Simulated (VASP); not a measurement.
Runs of VASP 6.6.1 on BiTe. The structure is that of space group R-3m (No. 166), or close to it. The cells are those of the table. 

```tsv
task	cell	cutoff (eV)	gap on the mesh (eV)	pressure (GPa)
single point	a = 3.946 Å, angles 74.9°, 2 atoms	520	none	(a)
relaxation of cell and atoms	relaxed from a = 4.339 Å, angles 67.9°, 2 atoms	600	none	0.0
single point	a = 4.339 Å, angles 67.9°, 2 atoms	520	none	-2.6
single point	a = 4.229 Å, angles 69.1°, 2 atoms	500	none	0.0
single point	a = 4.160 Å, angles 70.4°, 2 atoms	520	none	1.4
single point	a = 4.351 Å, angles 67.5°, 2 atoms	520	none	-2.5
relaxation of shape and atoms at fixed volume	relaxed from a = 4.332 Å, angles 68.3°, 2 atoms	600	none	-2.5
single point	a = 4.020 Å, angles 73.1°, 2 atoms	520	none	(b)
single point	a = 4.425 Å, angles 68.5°, 2 atoms	520	none	-5.2
single point	a = 4.090 Å, angles 71.7°, 2 atoms	520	none	3.1
single point	a = 4.229 Å, angles 69.1°, 2 atoms	520	none	0.0
single point	a = 4.291 Å, angles 68.3°, 2 atoms	520	none	-1.4
```

Alike in all rows: level PBEsol; potentials or basis VASP PAW PBE potentials, release 64 (Bi_d, Te); no spin polarisation; k mesh 12 × 12 × 12; smearing gaussian 0.1 eV.

Problem. Estimate the missing entries.

Solution. (a) 6.9; (b) 4.9.

Caveats: the PAW data sets were made with another functional, which shifts forces and pressure a little; spin-orbit coupling is left out, which moves the levels of the heavy elements.

A k mesh can miss the band edges, and the runs leave out spin-orbit coupling on Bi, Te.

A gap of «none» marks levels without a gap at the run's occupations.
